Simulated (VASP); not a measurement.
# SiNi (rocksalt type) (Fm-3m) in VASP: a series of runs, part 2 of 2

VASP 6.6.1.

## Step 3: Relaxation of cell and atoms, r2SCAN

This run uses another cell than the first one, of 12.21 Å³/atom.

File POSCAR:

```
SiNi
1.0
    0.0000000000      2.3024851496      2.3024851496
    2.3024851496      0.0000000000      2.3024851496
    2.3024851496      2.3024851496      0.0000000000
Ni Si
1 1
Direct
    0.0000000000      0.0000000000      0.0000000000
    0.5000000000      0.5000000000      0.5000000000
```

File INCAR.step1:

```
ALGO = Normal ; EDIFF = 1E-4
ENCUT = 600 ; GGA = PE
ISMEAR = -1 ; LASPH = True
LCHARG = False ; LREAL = False
LWAVE = True ; NELM = 60
PREC = Accurate ; SIGMA = 0.05
```

File INCAR.step2:

```
ALGO = Normal ; EDIFF = 1E-6
EDIFFG = -0.005 ; ENCUT = 600
IBRION = 2 ; ISIF = 3
ISMEAR = -1 ; ISTART = 1
LASPH = True ; LCHARG = False
LMIXTAU = True ; LREAL = False
LWAVE = False ; METAGGA = R2SCAN
NELM = 60 ; NSW = 60
PREC = Accurate ; SIGMA = 0.05
```

File KPOINTS:

```
k-points
0
Gamma
  16 16 16
```

Potentials or basis: VASP PAW PBE potentials, release 64 (Ni, Si).

The run is started by

```bash
$ cat potpaw_PBE.64/Ni/POTCAR potpaw_PBE.64/Si/POTCAR > POTCAR
$ cp INCAR.step1 INCAR
$ mpirun -np 1 vasp_std > vasp.out
$ cp INCAR.step2 INCAR
$ mpirun -np 1 vasp_std > vasp.out
```

OUTCAR:

```text
EDIFF = 1E-6
   EDIFFG = -0.005
   ENCUT = 600
   IBRION = 2
   ISIF = 3
   ISMEAR = -1
   ISTART = 1
   LASPH = True
   LREAL = False
   METAGGA = R2SCAN
   NELM = 60
   NSW = 60
   PREC = Accurate

 ion  position               nearest neighbor table
   1  0.000  0.000  0.000-   2 2.30   2 2.30   2 2.30   2 2.30   2 2.30   2 2.30
   2  0.500  0.500  0.500-   1 2.30   1 2.30   1 2.30   1 2.30   1 2.30   1 2.30

  LATTYP: Found a face centered cubic cell.
 ALAT       =     4.6049702992

  Lattice vectors:

 A1 = (   0.0000000000,   2.3024851496,   2.3024851496)
 A2 = (   2.3024851496,   0.0000000000,   2.3024851496)
 A3 = (   2.3024851496,   2.3024851496,   0.0000000000)

Analysis of symmetry for initial positions (statically):
=====================================================================
 Subroutine PRICEL returns:
 Original cell was already a primitive cell.

 Routine SETGRP: Setting up the symmetry group for a
 face centered cubic supercell.

 Subroutine GETGRP returns: Found 48 space group operations
 (whereof 48 operations were pure point group operations)
 out of a pool of 48 trial point group operations.

The static configuration has the point symmetry O_h .

Analysis of symmetry for dynamics (positions and initial velocities):
=====================================================================
 Subroutine PRICEL returns:
 Original cell was already a primitive cell.

 Routine SETGRP: Setting up the symmetry group for a
 face centered cubic supercell.

 Subroutine GETGRP returns: Found 48 space group operations
 (whereof 48 operations were pure point group operations)
 out of a pool of 48 trial point group operations.

The dynamic configuration has the point symmetry O_h .

 Subroutine INISYM returns: Found 48 space group operations
 (whereof 48 operations are pure point group operations),
 and found     1 'primitive' translations

----------------------------------------------------------------------------------------

                                     Primitive cell

  volume of cell :      24.4130

  direct lattice vectors                    reciprocal lattice vectors
     0.000000000  2.302485150  2.302485150    -0.217156667  0.217156667  0.217156667
     2.302485150  0.000000000  2.302485150     0.217156667 -0.217156667  0.217156667
     2.302485150  2.302485150  0.000000000     0.217156667  0.217156667 -0.217156667

  length of vectors
     3.256205726  3.256205726  3.256205726     0.376126380  0.376126380  0.376126380

  position of ions in fractional coordinates (direct lattice)
     0.000000000  0.000000000  0.000000000
     0.500000000  0.500000000  0.500000000

  ion indices of the primitive-cell ions
   primitive index   ion index
                 1           1
                 2           2

----------------------------------------------------------------------------------------

 KPOINTS: k-points

Automatic generation of k-mesh.
 Grid dimensions read from file:
 generate k-points for:   16   16   16

 Generating k-lattice:

  Cartesian coordinates                     Fractional coordinates (reciprocal lattice)
    -0.013572292  0.013572292  0.013572292     0.062500000  0.000000000  0.000000000
     0.013572292 -0.013572292  0.013572292     0.000000000  0.062500000  0.000000000
     0.013572292  0.013572292 -0.013572292     0.000000000  0.000000000  0.062500000

  Length of vectors
     0.023507899  0.023507899  0.023507899

  Shift w.r.t. Gamma in fractional coordinates (k-lattice)
     0.000000000  0.000000000  0.000000000

 Subroutine IBZKPT returns following result:
 ===========================================

 Found    145 irreducible k-points:

 Following reciprocal coordinates:
            Coordinates               Weight
  0.000000  0.000000  0.000000      1.000000
  0.062500  0.000000  0.000000      8.000000
  0.125000  0.000000  0.000000      8.000000
  0.187500  0.000000  0.000000      8.000000
  0.250000  0.000000  0.000000      8.000000
  0.312500  0.000000  0.000000      8.000000
[... 16 lines left out ...]
 -0.125000  0.062500  0.000000     24.000000
 -0.062500  0.062500  0.000000     12.000000
 [... further k-points ...]
   k-points           NKPTS =    145   k-points in BZ     NKDIM =    145   number of bands    NBANDS=     11
   number of dos      NEDOS =    301   number of ions     NIONS =      2
   total plane-waves  NPLWV =  21952
   dimension x,y,z NGX =    28 NGY =   28 NGZ =   28
   dimension x,y,z NGXF=    56 NGYF=   56 NGZF=   56
   ions per type =               1   1
   NGX,Y,Z   is equivalent  to a cutoff of  14.30, 14.30, 14.30 a.u.
   NGXF,Y,Z  is equivalent  to a cutoff of  28.59, 28.59, 28.59 a.u.
 SYSTEM =  unknown system
   PREC   = accura    normal or accurate (medium, high low for compatibility)
   ISTART =      1    job   : 0-new  1-cont  2-samecut
   ICHARG =      0    charge: 1-file 2-atom 10-const
   ISPIN  =      1    spin polarized calculation?
   LNONCOLLINEAR =      F non collinear calculations
   LSORBIT =      F    spin-orbit coupling
   LASPH  =      T    aspherical Exc in radial PAW
   ENCUT  =  600.0 eV  44.10 Ry    6.64 a.u.   6.50  6.50  6.50*2*pi/ulx,y,z
   NELM   =     60;   NELMIN=  2; NELMDL=  0     # of ELM steps
   EDIFF  = 0.1E-05   stopping-criterion for ELM
   LREAL  =      F    real-space projection
   EDIFFG = -.5E-02   stopping-criterion for IOM
   NSW    =     60    number of steps for IOM
   IBRION =      2    ionic relax: 0-MD 1-quasi-New 2-CG
   NFREE  =      1    steps in history (QN), initial steepest desc. (CG)
   ISIF   =      3    stress and relaxation
   ISYM   =      2    0-nonsym 1-usesym 2-fastsym
   POTIM  = 0.5000    time-step for ionic-motion
   TEBEG  =    0.0;   TEEND  =   0.0 temperature during run
   PSTRESS=    0.0 pullay stress
   NELECT =      14.0000    total number of electrons
   NUPDOWN=      -1.0000    fix difference up-down
   EMIN   =  10.00;   EMAX   =-10.00  energy-range for DOS
   EFERMI =   0.00;   METHOD = LEGACY
   ISMEAR =    -1;   SIGMA  =   0.05  broadening in eV -4-tet -1-fermi 0-gaus
   EFERMI_NEDOS =   21; number of points for ismear=-14 and -15
   IALGO  =     38    algorithm
   IMIX   =      4    mixing-type and parameters
     AMIX     =   0.40;   BMIX     =  1.00
     AMIX_MAG =   1.60;   BMIX_MAG =  1.00
  volume/ion in A,a.u.               =      12.21        82.37
  Fermi-wavevector in a.u.,A,eV,Ry     =   1.360120  2.570255 25.169790  1.849927
  Thomas-Fermi vector in A             =   2.486810
   LORBIT       =      0    0 simple, 1 ext, 2 COOP (PROOUT), +10 PAW based schemes
   METAGGA = R2SCAN    functional components
   LHFCALC =     F    Hartree Fock is set to
   AEXX    =    0.0000 exact exchange contribution
   IVDW    =     0    specifies the selected vdW correction
   LEPSILON=     F    determine dielectric tensor
   LRPA    =     F    only Hartree local field effects (RPA)
 conjugate gradient relaxation of ions
 non-spin polarized calculation
  energy-cutoff  :      600.00
  volume of cell :       24.41
 maximum number of plane-waves:       869
 NGX is ok and might be reduce to    28
   NGX = 13   NGY = 13   NGZ = 13

--------------------------------------- Ionic step        1  -------------------------------------------

 number of electron      13.9999995 magnetization

 Free energy of the ion-electron system (eV)
  ---------------------------------------------------
  ext. energy  EPLUGINS =         0.00000000
  ---------------------------------------------------
  free energy    TOTEN  =       -20.44405974 eV

  energy without entropy =      -20.43352696  energy(sigma->0) =      -20.43879335

 E-fermi :  10.1218     XC(G=0): -13.0228

 val. band max:       10.1150700136   @ k =  -0.2500   0.1250   0.0000
 cond. band min:      10.1557740421   @ k =  -0.4375   0.3125   0.0000
 fundamental gap:      0.0407040285
 Fermi energy:        10.1218136333

 k-point     1 :       0.0000    0.0000    0.0000
  band No.  band energies     occupation
      1      -3.2107      2.00000
      2       7.1141      2.00000
      3       7.1141      2.00000
      4       7.1141      2.00000
      5       7.2681      2.00000
      6       7.2681      2.00000
      7      14.7677      0.00000
      8      14.7677      0.00000
      9      14.7677      0.00000
     10      20.9089      0.00000
     11      20.9089      0.00000
[... 427 lines left out ...]
  energy  without entropy=      -20.4855053791  energy(sigma->0) =      -20.49091907

--------------------------------------- Ionic step        4  -------------------------------------------

 number of electron      14.0000007 magnetization

 Free energy of the ion-electron system (eV)
  ---------------------------------------------------
  ext. energy  EPLUGINS =         0.00000000
  ---------------------------------------------------
  free energy    TOTEN  =       -20.49633159 eV

  energy without entropy =      -20.48550652  energy(sigma->0) =      -20.49091905

 E-fermi :   9.2213     XC(G=0): -12.6668

 val. band max:        9.2116880791   @ k =   0.5000   0.4375   0.0000
 cond. band min:       9.2215477063   @ k =  -0.3750   0.3750   0.1250
 fundamental gap:      0.0098596272
 Fermi energy:         9.2213304172

 k-point     1 :       0.0000    0.0000    0.0000
  band No.  band energies     occupation
      1      -3.5502      2.00000
      2       6.5042      2.00000
      3       6.5042      2.00000
      4       6.5042      2.00000
      5       6.6413      2.00000
      6       6.6413      2.00000
      7      13.5689      0.00000
      8      13.5689      0.00000
      9      13.5689      0.00000
     10      19.7920      0.00000
     11      19.7920      0.00000
[... 351 lines left out ...]
  FREE ENERGIE OF THE ION-ELECTRON SYSTEM (eV)
  ---------------------------------------------------
  free  energy   TOTEN  =       -20.4963315894 eV

  energy  without entropy=      -20.4855065197  energy(sigma->0) =      -20.49091905

 reached required accuracy - stopping structural energy minimisation
```

OUTCAR.step1:

```text
EDIFF = 1E-4
   ENCUT = 600
   GGA = PE
   ISMEAR = -1
   LASPH = True
[... 557 lines left out ...]
      0.00000      0.00000      0.00000         0.000000      0.000000     -0.000000
      2.30249      2.30249      2.30249         0.000000      0.000000      0.000000
 -----------------------------------------------------------------------------------
    total drift:                               -0.000000     -0.000000      0.000000

  FREE ENERGIE OF THE ION-ELECTRON SYSTEM (eV)
  ---------------------------------------------------
  free  energy   TOTEN  =       -10.7740461282 eV

  energy  without entropy=      -10.7633545685  energy(sigma->0) =      -10.76870035
```

OSZICAR.step1:

```text
N       E                     dE             d eps       ncg     rms          rms(c)
DAV:   1     0.550087936548E+02    0.55009E+02   -0.70942E+03  3198   0.160E+03
DAV:   2    -0.994138577481E+01   -0.64950E+02   -0.61251E+02  3283   0.241E+02
DAV:   3    -0.122313249139E+02   -0.22899E+01   -0.22384E+01  3623   0.536E+01
DAV:   4    -0.122701730443E+02   -0.38848E-01   -0.38797E-01  3701   0.636E+00
DAV:   5    -0.122711152422E+02   -0.94220E-03   -0.94213E-03  3676   0.108E+00    0.133E+01
DAV:   6    -0.146759307164E+02   -0.24048E+01   -0.49043E+01  3485   0.139E+02    0.176E+01
DAV:   7    -0.107848275625E+02    0.38911E+01   -0.14520E+01  3619   0.864E+01    0.220E+00
DAV:   8    -0.107884088680E+02   -0.35813E-02   -0.71667E-01  4442   0.113E+01    0.155E+00
DAV:   9    -0.107743626605E+02    0.14046E-01   -0.86553E-02  3767   0.530E+00    0.229E-01
DAV:  10    -0.107741479342E+02    0.21473E-03   -0.51749E-03  3844   0.143E+00    0.161E-01
DAV:  11    -0.107740596171E+02    0.88317E-04   -0.10295E-03  3330   0.590E-01    0.466E-02
DAV:  12    -0.107740461282E+02    0.13489E-04   -0.36111E-05  1748   0.103E-01
   1 F= -.10774046E+02 E0= -.10768700E+02  d E =-.106916E-01
```

Wall time 20 min (1 thread of Intel Xeon 8259CL, shared host); peak memory 0.22 GiB.

What came out:

```yaml
Free_energy: -20.4963 eV
Relaxed_volume: 13.01 Å³/atom
Relaxed_cell: a = 3.326 Å, b = 3.326 Å, c = 3.326 Å, α = 60.00°, β = 60.00°, γ = 60.00°
Space_group_after_relaxing_to_0.1_Å: Fm-3m (No. 225)
Energy_gained_by_relaxing: 26.1 meV/atom
Ionic_steps: 4
Pressure_after_relaxing: 0.1 GPa
Band_gap_on_the_k_mesh: zero (bands 7 and 8 overlap by 5.49 eV)
```

Step by step:
| step | energy change (eV) | largest force (eV/Å) | pressure (GPa) | volume (Å³) |
| --- | --- | --- | --- | --- |
| 1 | 0.0000 | 0.0000 | 10.92 | 24.41 |
| 2 | -0.0189 | 0.0000 | -7.13 | 27.47 |
| 3 | -0.0523 | 0.0000 | -0.08 | 26.05 |
| 4 | -0.0523 | 0.0000 | 0.06 | 26.01 |

Final structure:
```
Ni Si
1.0
     0.00000    2.35172    2.35172
     2.35172    0.00000    2.35172
     2.35172    2.35172    0.00000
Ni Si
1 1
Direct
  0.00000 0.00000 0.00000
  0.50000 0.50000 0.50000
```

Levels at points of the mesh, in eV from the Fermi level:
| k point | band 4 | band 5 | band 6 | band 7 | band 8 | band 9 | band 10 | band 11 |
| --- | --- | --- | --- | --- | --- | --- | --- | --- |
| (0.00, 0.00, 0.00) | -2.72 | -2.58 | -2.58 | 4.35 | 4.35 | 4.35 | 10.57 | 10.57 |
| (0.50, 0.00, 0.00) | -3.53 | -1.91 | -1.91 | -1.30 | 6.05 | 6.05 | 6.66 | 6.66 |
| (0.50, 0.50, 0.00) | -2.21 | -1.74 | -1.74 | -0.65 | -0.22 | -0.22 | 4.22 | 6.61 |

Caveat: the PAW data sets were made with another functional, which shifts forces and pressure a little.
